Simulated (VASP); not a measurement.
A run of VASP 6.6.1 is set up as follows.

File INCAR:

```
SYSTEM = GdN
PREC     = Accurate       ! precision mode
ENCUT    = 520            ! plane-wave cutoff, eV
EDIFF    = 1E-6           ! SCF threshold, eV
ISMEAR   = 0              ! smearing method
SIGMA    = 0.05           ! smearing width, eV
LREAL    = .False.        ! projectors in reciprocal space
LASPH    = .True.         ! aspherical terms in the spheres
NELM     = 150            ! most SCF steps
ALGO     = Normal         ! electronic algorithm
ISIF     = 2              ! what is computed and relaxed
LWAVE    = .False.        ! write WAVECAR
LCHARG   = .False.        ! write CHGCAR
ISPIN    = 2              ! spin polarisation
MAGMOM   = 7.62 0         ! initial moments
LORBIT   = 11             ! projections on sites
LMAXMIX  = 6              ! l up to which the mixer works
LDAU     = .True.         ! DFT+U
LDAUTYPE = 2            
LDAUL    = 3 -1           ! shell
LDAUU    = 6 0            ! U, eV
LDAUJ    = 0 0          
LDAUPRINT= 1            
GGA      = CA             ! functional
NBANDS   = 22             ! bands
```

File KPOINTS:

```
regular mesh
0
Gamma
  10 10 10
  0 0 0
```

File POSCAR:

```
GdN
1.0
    3.3850001139      0.0000000000      0.0000000000
   -1.6925000570      2.9314960905      0.0000000000
    0.0000000000      0.0000000000      3.0733834216
Gd N
1 1
Direct
    0.0000000000      0.0000000000      0.0000000000
    0.6666666667      0.3333333333      0.5000000000
```

Potentials or basis: VASP PAW PBE potentials, release 64 (Gd, N).

Run with:

```console
$ cat potpaw_PBE.64/Gd/POTCAR potpaw_PBE.64/N/POTCAR > POTCAR
$ mpirun -np 1 vasp_std > vasp.out
```

(1) Estimate the net moment.

(2) Predict the pressure.

(3) Predict the band gap on the k mesh.

Answers

(1) 7.01 μB per cell.

(2) -5.0 GPa.

(3) zero (filled and empty bands overlap).

Caveat: the cell stands under tension; the PAW data sets were made with another functional, which shifts forces and pressure a little; spin-orbit coupling is left out, which moves the levels of the heavy elements; a cell with one magnetic atom can't hold antiferromagnetic order, which such compounds often take.
